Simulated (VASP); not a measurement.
A run of VASP 6.6.1:

Contents of INCAR:

```
SYSTEM = Bi2Te3
PREC = Accurate ; ENCUT = 520
EDIFF = 1E-7 ; ISMEAR = 0
SIGMA = 0.03 ; LREAL = .False.
LASPH = .True. ; NELM = 100
ALGO = Normal ; ISIF = 2
LWAVE = .False. ; LCHARG = .False.
GGA = PE ; NBANDS = 32
```

File KPOINTS:

```
regular mesh
0
Gamma
  12 12 12
  0 0 0
```

File POSCAR:

```
Bi2Te3
1.0
    2.0833505305      1.2028229896      9.6573865000
   -2.0833505305      1.2028229896      9.6573865000
    0.0000000000     -2.4056459792      9.6573865000
Bi Te
2 3
Direct
    0.4000000000      0.4000000000      0.4000000000
    0.6000000000      0.6000000000      0.6000000000
    0.0000000000      0.0000000000      0.0000000000
    0.2095000000      0.2095000000      0.2095000000
    0.7905000000      0.7905000000      0.7905000000
```

Potentials or basis: VASP PAW PBE potentials, release 64 (Bi_d, Te).

Command:

```console
$ cat potpaw_PBE.64/Bi_d/POTCAR potpaw_PBE.64/Te/POTCAR > POTCAR
$ mpirun -np 1 vasp_std > vasp.out
```

Hardware: 1 thread of Intel(R) Xeon(R) 6975P-C (Granite Rapids) (shared host).

**Question.** How long does it take, and how much memory?

**Answer.** Run time: 49 min on 1 thread of Intel(R) Xeon(R) 6975P-C (Granite Rapids), on a shared host, peak memory 1.4 GiB. Counts: scf iterations 17, k points 189.
